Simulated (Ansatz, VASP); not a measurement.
**Two plane-wave programs on Ru**

```
CELL_PARAMETERS angstrom
2.55505 0.00000 0.00000
-1.27752 2.21274 0.00000
0.00000 0.00000 4.25192
ATOMIC_POSITIONS crystal
Ru 0.33333 0.66667 0.25000
Ru 0.66667 0.33333 0.75000
```

Change from the starting cell: strain -0.050 along x and y, +0.000 along z, atoms carried along.

Alike in both runs: task single point; functional PBEsol; k mesh 24 × 24 × 14; occupations gaussian, width 0.15 eV; no spin polarisation.

|  | VASP | Ansatz |
| --- | --- | --- |
| version | VASP 6.6.1 | Ansatz 0.2.0 |
| potentials or method | VASP PAW PBE potentials, release 64 (Ru_pv), cutoff 520 eV | scalar-relativistic, plane waves, PAW |
| valence electrons in the cell | 28 | 32 |

Ansatz gave:

| Item | Value |
| --- | --- |
| gap on the k mesh at the Fermi level (eV) | none |
| pressure (GPa) | 45.9 |
| traceless stress, the component that is largest in VASP (GPa) | -22.71 |

**Question.** Which values does VASP return?

**Answer.** gap on the k mesh at the Fermi level (eV): none; pressure (GPa): 46.2; traceless stress, the component that is largest in VASP (GPa): -22.74.

VASP's potentials were made for PBE, not for PBEsol. A gap of «none» marks a metal or a gap that the smearing closes. Both programs put the cell under a high pressure, so it lies far from rest at this level. VASP's potentials hold 28 valence electrons a cell and Ansatz's 32, so a difference there can come from the potentials and not from the codes.
